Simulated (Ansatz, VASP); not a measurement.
**GaN: VASP beside Ansatz**

```xyz
4
Lattice="3.2181 0.0000 0.0000 -1.6091 2.7870 0.0000 0.0000 0.0000 5.2432" Properties=species:S:1:pos:R:3 pbc="T T T"
Ga    0.0000    1.8580    0.0002
Ga    1.6091    0.9290    2.6219
N     0.0000    1.8580    1.9754
N     1.6091    0.9290    4.5970
```

Alike in both runs: functional PBE; k mesh 8 × 8 × 5; no spin polarisation.

Ansatz relaxed the structure, and its values are those at the end. VASP's run is a single point on that final structure, the one shown.

|  | VASP | Ansatz |
| --- | --- | --- |
| version | VASP 6.6.1 | Ansatz 0.2.0 |
| potentials or method | VASP PAW PBE potentials, release 64 (Ga_d, N), cutoff 520 eV | scalar-relativistic, plane waves, PAW |
| occupations | gaussian, width 0.01 eV | fixed |
| valence electrons in the cell | 36 | 36 |

```tsv
	VASP	Ansatz	Ansatz less VASP
gap on the k mesh at the Fermi level (eV)	1.72	1.71	-0.004
least direct gap on the mesh (eV)	1.72	1.71	-0.004
pressure (GPa)	0.1	0.0	-0.14
```
